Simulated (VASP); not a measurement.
# Mn2ZnAs2 (P-3m1) in VASP: a series of runs

The runs below take Mn2ZnAs2 through single point, with PBE.

Program: VASP 6.6.1. These are calculated values, not measurements. Logs are shortened: lines on timing, memory, paths and dates and some standing lists are left out, and cuts for length are marked.

## Step 1: The cell of the first run

It takes space group P-3m1 (No. 164, trigonal). The conventional cell has a = 3.805 Å, b = 3.805 Å, c = 6.101 Å, α = 90.00°, β = 90.00°, γ = 120.00°. Within 3.1 Å of Mn (site symmetry 3m) lie 4 As at 2.35 to 2.43 Å and 3 Mn at 2.71 Å. Within 3.4 Å of Zn (site symmetry -3m) lie 6 As at 2.61 Å and 6 Mn at 3.15 Å. As (site symmetry 3m) has 4 Mn at 2.35 to 2.43 Å and 3 Zn at 2.61 Å within 3.1 Å.

## Step 2: Single point, PBE

Contents of INCAR:

```
SYSTEM = Mn2ZnAs2
PREC     = Accurate       ! precision mode
ENCUT    = 520            ! plane-wave cutoff, eV
EDIFF    = 1E-6           ! SCF threshold, eV
ISMEAR   = 0              ! smearing method
SIGMA    = 0.1            ! smearing width, eV
LREAL    = .False.        ! projectors in reciprocal space
LASPH    = .True.         ! aspherical terms in the spheres
NELM     = 100            ! most SCF steps
ALGO     = Fast           ! electronic algorithm
ISIF     = 2              ! what is computed and relaxed
LWAVE    = .False.        ! write WAVECAR
LCHARG   = .False.        ! write CHGCAR
GGA      = PE             ! functional
NBANDS   = 32             ! bands
```

Contents of KPOINTS:

```
Automatic mesh
0
Gamma
  12 12 6
  0 0 0
```

Contents of POSCAR:

```
Mn2ZnAs2
1.0
    3.8051752774      0.0000000000      0.0000000000
   -1.9025876387      3.2953784561      0.0000000000
    0.0000000000      0.0000000000      6.1009043629
Mn Zn As
2 1 2
Direct
    0.3333333333      0.6666666667      0.3694400000
    0.6666666667      0.3333333333      0.6305600000
    0.0000000000      0.0000000000      0.0000000000
    0.3333333333      0.6666666667      0.7679300000
    0.6666666667      0.3333333333      0.2320700000
```

Potentials or basis: VASP PAW PBE potentials, release 64 (Mn_pv, Zn, As).

The run is started by

```sh
cat potpaw_PBE.64/Mn_pv/POTCAR potpaw_PBE.64/Zn/POTCAR potpaw_PBE.64/As/POTCAR > POTCAR
mpirun -np 1 vasp_std > vasp.out
```

OUTCAR:

```text
SYSTEM = Mn2ZnAs2
   PREC = Accurate
   ENCUT = 520
   EDIFF = 1E-6
   ISMEAR = 0
   LREAL = .False.
   LASPH = .True.
   NELM = 100
   ISIF = 2
   GGA = PE

 ion  position               nearest neighbor table
   1  0.333  0.667  0.369-   5 2.35   5 2.35   5 2.35   4 2.43   2 2.71   2 2.71   2 2.71
   2  0.667  0.333  0.631-   4 2.35   4 2.35   4 2.35   5 2.43   1 2.71   1 2.71   1 2.71
   3  0.000  0.000  0.000-   4 2.61   5 2.61   5 2.61   4 2.61   5 2.61   4 2.61
   4  0.333  0.667  0.768-   2 2.35   2 2.35   2 2.35   1 2.43   3 2.61   3 2.61   3 2.61
   5  0.667  0.333  0.232-   1 2.35   1 2.35   1 2.35   2 2.43   3 2.61   3 2.61   3 2.61

  LATTYP: Found a hexagonal cell.
 ALAT       =     3.8051752774
 C/A-ratio  =     1.6033175657

  Lattice vectors:

 A1 = (   3.8051752774,   0.0000000000,   0.0000000000)
 A2 = (  -1.9025876387,   3.2953784561,   0.0000000000)
 A3 = (   0.0000000000,   0.0000000000,   6.1009043629)

Analysis of symmetry for initial positions (statically):
=====================================================================
 Subroutine PRICEL returns:
 Original cell was already a primitive cell.

 Routine SETGRP: Setting up the symmetry group for a
 hexagonal supercell.

 Subroutine GETGRP returns: Found 12 space group operations
 (whereof 12 operations were pure point group operations)
 out of a pool of 24 trial point group operations.

The static configuration has the point symmetry D_3d.

Analysis of symmetry for dynamics (positions and initial velocities):
=====================================================================
 Subroutine PRICEL returns:
 Original cell was already a primitive cell.

 Routine SETGRP: Setting up the symmetry group for a
 hexagonal supercell.

 Subroutine GETGRP returns: Found 12 space group operations
 (whereof 12 operations were pure point group operations)
 out of a pool of 24 trial point group operations.

The dynamic configuration has the point symmetry D_3d.

 Subroutine INISYM returns: Found 12 space group operations
 (whereof 12 operations are pure point group operations),
 and found     1 'primitive' translations

----------------------------------------------------------------------------------------

                                     Primitive cell

  volume of cell :      76.5022

  direct lattice vectors                    reciprocal lattice vectors
     3.805175277  0.000000000  0.000000000     0.262799983  0.151727641  0.000000000
    -1.902587639  3.295378456  0.000000000     0.000000000  0.303455282  0.000000000
     0.000000000  0.000000000  6.100904363     0.000000000  0.000000000  0.163910126

  length of vectors
     3.805175277  3.805175277  6.100904363     0.303455282  0.303455282  0.163910126

  position of ions in fractional coordinates (direct lattice)
     0.333333333  0.666666667  0.369440000
     0.666666667  0.333333333  0.630560000
     0.000000000  0.000000000  0.000000000
     0.333333333  0.666666667  0.767930000
     0.666666667  0.333333333  0.232070000

  ion indices of the primitive-cell ions
   primitive index   ion index
                 1           1
                 2           2
                 3           3
                 4           4
                 5           5

----------------------------------------------------------------------------------------

 KPOINTS: Automatic mesh

Automatic generation of k-mesh.
 Grid dimensions read from file:
 generate k-points for:   12   12    6

 Generating k-lattice:

  Cartesian coordinates                     Fractional coordinates (reciprocal lattice)
     0.021899999  0.012643970  0.000000000     0.083333333 -0.000000000  0.000000000
     0.000000000  0.025287940  0.000000000     0.000000000  0.083333333  0.000000000
     0.000000000  0.000000000  0.027318354     0.000000000  0.000000000  0.166666667

  Length of vectors
     0.025287940  0.025287940  0.027318354

  Shift w.r.t. Gamma in fractional coordinates (k-lattice)
     0.000000000  0.000000000  0.000000000

 Subroutine IBZKPT returns following result:
 ===========================================

 Found    100 irreducible k-points:

 Following reciprocal coordinates:
            Coordinates               Weight
  0.000000  0.000000  0.000000      1.000000
  0.083333  0.000000  0.000000      6.000000
  0.166667 -0.000000  0.000000      6.000000
  0.250000 -0.000000  0.000000      6.000000
  0.333333 -0.000000  0.000000      6.000000
  0.416667 -0.000000  0.000000      6.000000
[... 16 lines left out ...]
  0.166667 -0.000000  0.166667      6.000000
  0.000000  0.166667  0.166667      6.000000
 [... further k-points ...]
   k-points           NKPTS =    100   k-points in BZ     NKDIM =    100   number of bands    NBANDS=     32
   number of dos      NEDOS =    301   number of ions     NIONS =      5
   total plane-waves  NPLWV =  37632
   dimension x,y,z NGX =    28 NGY =   28 NGZ =   48
   dimension x,y,z NGXF=    56 NGYF=   56 NGZF=   96
   ions per type =               2   1   2
   NGX,Y,Z   is equivalent  to a cutoff of  12.23, 12.23, 13.08 a.u.
   NGXF,Y,Z  is equivalent  to a cutoff of  24.47, 24.47, 26.16 a.u.
 SYSTEM =  Mn2ZnAs2
   PREC   = accura    normal or accurate (medium, high low for compatibility)
   ISTART =      0    job   : 0-new  1-cont  2-samecut
   ICHARG =      2    charge: 1-file 2-atom 10-const
   ISPIN  =      1    spin polarized calculation?
   LNONCOLLINEAR =      F non collinear calculations
   LSORBIT =      F    spin-orbit coupling
   LASPH  =      T    aspherical Exc in radial PAW
   ENCUT  =  520.0 eV  38.22 Ry    6.18 a.u.   7.08  7.08 11.34*2*pi/ulx,y,z
   NELM   =    100;   NELMIN=  2; NELMDL= -5     # of ELM steps
   EDIFF  = 0.1E-05   stopping-criterion for ELM
   LREAL  =      F    real-space projection
[... 7 lines left out ...]
   TEBEG  =    0.0;   TEEND  =   0.0 temperature during run
   PSTRESS=    0.0 pullay stress
   NELECT =      48.0000    total number of electrons
   NUPDOWN=      -1.0000    fix difference up-down
   EMIN   =  10.00;   EMAX   =-10.00  energy-range for DOS
   EFERMI =   0.00;   METHOD = LEGACY
   ISMEAR =     0;   SIGMA  =   0.10  broadening in eV -4-tet -1-fermi 0-gaus
   EFERMI_NEDOS =   21; number of points for ismear=-14 and -15
   IALGO  =     68    algorithm
   IMIX   =      4    mixing-type and parameters
     AMIX     =   0.40;   BMIX     =  1.00
     AMIX_MAG =   1.60;   BMIX_MAG =  1.00
  volume/ion in A,a.u.               =      15.30       103.25
  Fermi-wavevector in a.u.,A,eV,Ry     =   1.401513  2.648476 26.725096  1.964239
  Thomas-Fermi vector in A             =   2.524367
   LORBIT       =      0    0 simple, 1 ext, 2 COOP (PROOUT), +10 PAW based schemes
   GGA     = PE    functional components
   LHFCALC =     F    Hartree Fock is set to
   AEXX    =    0.0000 exact exchange contribution
   IVDW    =     0    specifies the selected vdW correction
   LEPSILON=     F    determine dielectric tensor
   LRPA    =     F    only Hartree local field effects (RPA)
 non-spin polarized calculation
 RMM-DIIS sequential band-by-band and
 Gauss-broadening in eV      SIGMA  =   0.10
  energy-cutoff  :      520.00
  volume of cell :       76.50
 maximum number of plane-waves:      2079
   NGX = 15   NGY = 15   NGZ = 23

 number of electron      48.0000002 magnetization

 Free energy of the ion-electron system (eV)
  ---------------------------------------------------
  ext. energy  EPLUGINS =         0.00000000
  ---------------------------------------------------
  free energy    TOTEN  =       -27.15375433 eV

  energy without entropy =      -27.11419406  energy(sigma->0) =      -27.13397419

 E-fermi :   6.6906     XC(G=0): -11.6124

 val. band max:        6.6882761259   @ k =   0.4167   0.1667   0.3333
 cond. band min:       6.6907614035   @ k =   0.1667   0.0833   0.3333
 fundamental gap:      0.0024852777
 Fermi energy:         6.6905989028

 k-point     1 :       0.0000    0.0000    0.0000
  band No.  band energies     occupation
      1     -41.1149      2.00000
      2     -41.1149      2.00000
      3     -41.0485      2.00000
      4     -41.0485      2.00000
      5     -41.0062      2.00000
      6     -40.9394      2.00000
[... 24 lines left out ...]
     31      11.0143      0.00000
     32      12.6451      0.00000

 k-point     2 :       0.0833    0.0000    0.0000
  band No.  band energies     occupation
      1     -41.1157      2.00000
      2     -41.1155      2.00000
      3     -41.0526      2.00000
      4     -41.0480      2.00000
      5     -41.0023      2.00000
      6     -40.9395      2.00000
[... 24 lines left out ...]
     31      11.2437      0.00000
     32      12.2353      0.00000

 k-point     3 :       0.1667   -0.0000    0.0000
  band No.  band energies     occupation
      1     -41.1175      2.00000
      2     -41.1170      2.00000
      3     -41.0618      2.00000
      4     -41.0468      2.00000
      5     -40.9936      2.00000
      6     -40.9400      2.00000
[... 24 lines left out ...]
     31      11.2015      0.00000
     32      12.0469      0.00000

 k-point     4 :       0.2500   -0.0000    0.0000
  band No.  band energies     occupation
      1     -41.1200      2.00000
      2     -41.1188      2.00000
      3     -41.0720      2.00000
      4     -41.0452      2.00000
      5     -40.9836      2.00000
      6     -40.9411      2.00000
[... 654 lines left out ...]
     31      10.9938      0.00000
     32      12.1483      0.00000

 k-point    23 :       0.1667   -0.0000    0.1667
  band No.  band energies     occupation
      1     -41.1175      2.00000
      2     -41.1170      2.00000
      3     -41.0618      2.00000
      4     -41.0468      2.00000
      5     -40.9935      2.00000
      6     -40.9400      2.00000
[... 24 lines left out ...]
     31      11.3909      0.00000
     32      12.0133      0.00000

 k-point    24 :       0.0000    0.1667    0.1667
  band No.  band energies     occupation
      1     -41.1175      2.00000
      2     -41.1170      2.00000
      3     -41.0618      2.00000
      4     -41.0468      2.00000
      5     -40.9935      2.00000
      6     -40.9400      2.00000
[... 24 lines left out ...]
     31      11.1004      0.00000
     32      12.3279      0.00000

 [... further k-points ...]

------------------------ aborting loop because EDIFF is reached ----------------------------------------

  FORCE on cell =-STRESS in cart. coord.  units (eV):
  Direction    XX          YY          ZZ          XY          YZ          ZX
  --------------------------------------------------------------------------------------
  -------------------------------------------------------------------------------------
  Total        2.2294226      2.2294226     -1.2543119      0.0000000      0.0000000      0.0000000
  in kB       46.6905289     46.6905289    -26.2689043      0.0000000      0.0000000      0.0000000
  external PRESSURE =      22.3707178 kB  Pullay stress =       0.0000000 kB

 VOLUME and BASIS-vectors are now :
 -----------------------------------------------------------------------------
  energy-cutoff  :      520.00
  volume of cell :       76.50
      direct lattice vectors                 reciprocal lattice vectors
     3.805175277  0.000000000  0.000000000     0.262799983  0.151727641  0.000000000
    -1.902587639  3.295378456  0.000000000     0.000000000  0.303455282  0.000000000
     0.000000000  0.000000000  6.100904363     0.000000000  0.000000000  0.163910126

 POSITION                                       TOTAL-FORCE (eV/Angst)
 -----------------------------------------------------------------------------------
     -0.00000      2.19692      2.25392        -0.000000     -0.000000      0.738979
      1.90259      1.09846      3.84699         0.000000      0.000000     -0.738979
      0.00000      0.00000      0.00000        -0.000000      0.000000     -0.000000
     -0.00000      2.19692      4.68507         0.000000      0.000000     -1.451192
      1.90259      1.09846      1.41584        -0.000000     -0.000000      1.451192
 -----------------------------------------------------------------------------------
    total drift:                                0.000000     -0.000000     -0.000000

  FREE ENERGIE OF THE ION-ELECTRON SYSTEM (eV)
  ---------------------------------------------------
  free  energy   TOTEN  =       -27.1537543291 eV

  energy  without entropy=      -27.1141940593  energy(sigma->0) =      -27.13397419
```

It took 3.5 min on 1 thread of Intel Xeon 6975P-C, shared host; peak memory 0.36 GiB.

What came out:

```yaml
Free_energy: -27.1538 eV
Pressure: 2.2 GPa
Largest_force: 1.451 eV/Å
Band_gap_on_the_k_mesh: zero (band 24 reaches 6.82 eV, above the bottom of band 25 at 6.52 eV)
```

Forces on the atoms (eV/Å):
```
Mn   0.000  0.000  0.739
Mn   0.000  0.000 -0.739
Zn   0.000  0.000  0.000
As   0.000  0.000 -1.451
As   0.000  0.000  1.451
```

Caveat: forces of over 1 eV/Å act on the atoms, so gaps and moduli don't describe the material at rest. Spin polarisation is off, so any magnetic state and its effect on volume and gap are missing.

[end of part 1 of 2]
